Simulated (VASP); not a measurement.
# SbMo (CsCl type) (Pm-3m) in VASP: notebook, part 2 of 2

VASP 6.6.1. Earlier steps stand in the parts before.

### 4 Relaxation of cell and atoms, PBEsol, target pressure 93 GPa, at which the enthalpy is minimised

Input file INCAR:

```
SYSTEM = SbMo
ALGO = Normal
EDIFF = 1E-6
EDIFFG = -0.005
ENCUT = 600
GGA = PS
IBRION = 2
ISIF = 3
ISMEAR = -1
LASPH = .True.
LCHARG = .False.
LREAL = .False.
LWAVE = .False.
NELM = 60
NSW = 32
PREC = Accurate
PSTRESS = 930.0
SIGMA = 0.08
```

Input file KPOINTS:

```
k-points
0
Gamma
  13 13 13
  0 0 0
```

Input file POSCAR:

```
SbMo
1.0
    2.9957239591      0.0000000000      0.0000000000
    0.0000000000      2.9957239591      0.0000000000
    0.0000000000      0.0000000000      2.9957239591
Mo Sb
1 1
Direct
    0.0000000000      0.0000000000      0.0000000000
    0.5000000000      0.5000000000      0.5000000000
```

Potentials or basis: VASP PAW PBE potentials, release 64 (Mo_sv, Sb).

Launch:

```bash
> cat potpaw_PBE.64/Mo_sv/POTCAR potpaw_PBE.64/Sb/POTCAR > POTCAR
> mpirun -np 1 vasp_std > vasp.out
```

OUTCAR:

```text
SYSTEM = SbMo
   EDIFF = 1E-6
   EDIFFG = -0.005
   ENCUT = 600
   GGA = PS
   IBRION = 2
   ISIF = 3
   ISMEAR = -1
   LASPH = .True.
   LREAL = .False.
   NELM = 60
   NSW = 32
   PREC = Accurate
   PSTRESS = 930.0

 ion  position               nearest neighbor table
   1  0.000  0.000  0.000-   2 2.59   2 2.59   2 2.59   2 2.59   2 2.59   2 2.59   2 2.59   2 2.59

   2  0.500  0.500  0.500-   1 2.59   1 2.59   1 2.59   1 2.59   1 2.59   1 2.59   1 2.59   1 2.59

  LATTYP: Found a simple cubic cell.
 ALAT       =     2.9957239591

  Lattice vectors:

 A1 = (   2.9957239591,   0.0000000000,   0.0000000000)
 A2 = (   0.0000000000,   2.9957239591,   0.0000000000)
 A3 = (   0.0000000000,   0.0000000000,   2.9957239591)

Analysis of symmetry for initial positions (statically):
=====================================================================
 Subroutine PRICEL returns:
 Original cell was already a primitive cell.
[... 261 lines left out ...]
 fundamental gap:      0.0597623293
 Fermi energy:        17.2585137324

 k-point     1 :       0.0000    0.0000    0.0000
  band No.  band energies     occupation
      1     -42.9774      2.00000
      2     -17.1058      2.00000
      3     -17.1058      2.00000
      4     -17.1058      2.00000
      5       2.0550      2.00000
      6      13.0205      2.00000
      7      13.0205      2.00000
      8      18.3937      0.00000
      9      18.3937      0.00000
     10      18.3937      0.00000
     11      19.0799      0.00000
     12      19.0799      0.00000
     13      19.0799      0.00000
[... 354 lines left out ...]
  band No.  band energies     occupation
      1     -42.9011      2.00000
      2     -17.5364      2.00000
      3     -17.4096      2.00000
      4     -17.0154      2.00000
      5       5.6194      2.00000
      6      10.5978      2.00000
      7      12.4901      2.00000
      8      14.6840      2.00000
      9      15.6103      2.00000
     10      16.9172      1.97233
     11      19.8421      0.00000
     12      22.1962      0.00000
     13      24.1239      0.00000

 [... further k-points ...]
[... 5 lines left out ...]
  --------------------------------------------------------------------------------------
  -------------------------------------------------------------------------------------
  Total       15.6310493     15.6310493     15.6310493      0.0000000      0.0000000     -0.0000000
  in kB      930.0337325    930.0337325    930.0337325      0.0000000      0.0000000     -0.0000000
  external PRESSURE =       0.0337325 kB  Pullay stress =     930.0000000 kB
[... 21 lines left out ...]
  energy  without entropy=      -14.0111567784  energy(sigma->0) =      -14.02458563

  enthalpy is  TOTEN    =         1.5924679180 eV   P V=       15.6304823971

 reached required accuracy - stopping structural energy minimisation
```

Run time: 46 s. Hardware: 1 thread of Intel Xeon Platinum 8259CL at 2.50GHz (Skylake/Cascade Lake), shared host; peak memory 0.17 GiB.

Results:

```yaml
Free_energy: -14.0380 eV
Relaxed_volume: 13.46 Å³/atom
Relaxed_cell: a = 2.997 Å, b = 2.997 Å, c = 2.997 Å, α = 90.00°, β = 90.00°, γ = 90.00°
Space_group_after_relaxing_to_0.1_Å: Pm-3m (No. 221)
Energy_change_on_relaxing_the_run_minimises_the_enthalpy: -12.5 meV/atom
Ionic_steps: 3
Pressure_after_relaxing: 93.0 GPa
Band_gap_on_the_k_mesh: zero (an odd number of electrons rules out a gap without spin polarisation)
```

The path:
| step | energy change (eV) | largest force (eV/Å) | pressure (GPa) | volume (Å³) |
| --- | --- | --- | --- | --- |
| 1 | 0.0000 | 0.0000 | 93.89 | 26.88 |
| 2 | -0.1650 | 0.0000 | 88.06 | 27.18 |
| 3 | -0.0251 | 0.0000 | 93.00 | 26.93 |

Final structure:
```
Mo Sb
1.0
     2.99732    0.00000    0.00000
     0.00000    2.99732    0.00000
     0.00000    0.00000    2.99732
Mo Sb
1 1
Direct
  0.00000 0.00000 0.00000
  0.50000 0.50000 0.50000
```

Levels at points of the mesh, in eV from the Fermi level:
```tsv
k point	band 5	band 6	band 7	band 8	band 9	band 10	band 11	band 12	band 13
(0.00, 0.00, 0.00)	-15.20	-4.24	-4.24	1.14	1.14	1.14	1.82	1.82	1.82
```

Caveat: the cell is relaxed towards a set pressure, so the run minimises the enthalpy, not the energy; the PAW data sets were made with another functional, which shifts forces and pressure a little; spin-orbit coupling is left out, which moves the levels of the heavy elements.

### 5 Relaxation of cell and atoms, PBEsol, target pressure 93 GPa, at which the enthalpy is minimised

This run uses another cell than the first one, of 14.11 Å³/atom.

Input file INCAR:

```
SYSTEM = SbMo
PREC = Accurate
ENCUT = 600
EDIFF = 1E-6
ISMEAR = -1
SIGMA = 0.08
LREAL = .False.
LASPH = .True.
NELM = 100
ALGO = Normal
ISIF = 3
LWAVE = .False.
LCHARG = .False.
GGA = PS
IBRION = 2
NSW = 60
EDIFFG = -0.005
PSTRESS = 930.0
```

Input file KPOINTS:

```
Automatic mesh
0
Gamma
  13 13 13
  0 0 0
```

Input file POSCAR:

```
SbMo
1.0
    3.0444362808      0.0000000000      0.0000000000
    0.0000000000      3.0444362808      0.0000000000
    0.0000000000      0.0000000000      3.0444362808
Mo Sb
1 1
Direct
    0.0000000000      0.0000000000      0.0000000000
    0.5000000000      0.5000000000      0.5000000000
```

Launch:

```bash
> cat potpaw_PBE.64/Mo_sv/POTCAR potpaw_PBE.64/Sb/POTCAR > POTCAR
> mpirun -np 1 vasp_std > vasp.out
```

Run time: 70 s. Hardware: 1 thread of Intel Xeon Platinum 8259CL at 2.50GHz (Skylake/Cascade Lake), shared host; peak memory 0.18 GiB.

Results (log left out):

```
Free energy                                                : -14.0391 eV
Relaxed volume                                             : 13.46 Å³/atom
Relaxed cell                                               : a = 2.997 Å, b = 2.997 Å, c = 2.997 Å, α = 90.00°, β = 90.00°, γ = 90.00°
Space group after relaxing (to 0.1 Å)                      : Pm-3m (No. 221)
Energy change on relaxing (the run minimises the enthalpy) : +324.9 meV/atom
Ionic steps                                                : 5
Pressure after relaxing                                    : 93.0 GPa
Band gap on the k mesh                                     : zero (an odd number of electrons rules out a gap without spin polarisation)
```

Step by step:
| step | energy change (eV) | largest force (eV/Å) | pressure (GPa) | volume (Å³) |
| --- | --- | --- | --- | --- |
| 1 | 0.0000 | 0.0000 | 69.33 | 28.22 |
| 2 | 8.2638 | 0.0000 | 334.82 | 20.53 |
| 3 | 0.5584 | 0.0000 | 89.79 | 27.09 |
| 4 | 0.6285 | 0.0000 | 92.25 | 26.97 |
| 5 | 0.6498 | 0.0000 | 92.99 | 26.93 |

Final structure:
```
Mo Sb
1.0
     2.99734    0.00000    0.00000
     0.00000    2.99734    0.00000
     0.00000    0.00000    2.99734
Mo Sb
1 1
Direct
  0.00000 0.00000 0.00000
  0.50000 0.50000 0.50000
```

Levels at points of the mesh, in eV from the Fermi level:
| k point | band 5 | band 6 | band 7 | band 8 | band 9 | band 10 | band 11 | band 12 | band 13 |
| --- | --- | --- | --- | --- | --- | --- | --- | --- | --- |
| (0.00, 0.00, 0.00) | -15.20 | -4.24 | -4.24 | 1.14 | 1.14 | 1.14 | 1.82 | 1.82 | 1.82 |

Caveat: the cell is relaxed towards a set pressure, so the run minimises the enthalpy, not the energy; the PAW data sets were made with another functional, which shifts forces and pressure a little; spin-orbit coupling is left out, which moves the levels of the heavy elements.

### 6 Overview

```tsv
task	cell	cutoff (eV)	gap on the mesh (eV)	pressure (GPa)
single point	a = 2.996 Å, 2 atoms	520	none	94.0
relaxation of cell and atoms	relaxed to 93 GPa from a = 2.996 Å, 2 atoms	600	none	93.0
relaxation of cell and atoms	relaxed to 93 GPa from a = 3.044 Å, 2 atoms	600	none	93.0
```

Alike in all rows: level PBEsol; potentials or basis VASP PAW PBE potentials, release 64 (Mo_sv, Sb); no spin polarisation; k mesh 13 × 13 × 13; smearing fermi-dirac 0.08 eV.

Caveats: the PAW data sets were made with another functional, which shifts forces and pressure a little; spin-orbit coupling is left out, which moves the levels of the heavy elements; the cell is relaxed towards a set pressure, so the run minimises the enthalpy, not the energy (at least some runs); the cell stands under pressure (at least some runs).

Absolute energies hang on the potentials; compare differences alone.
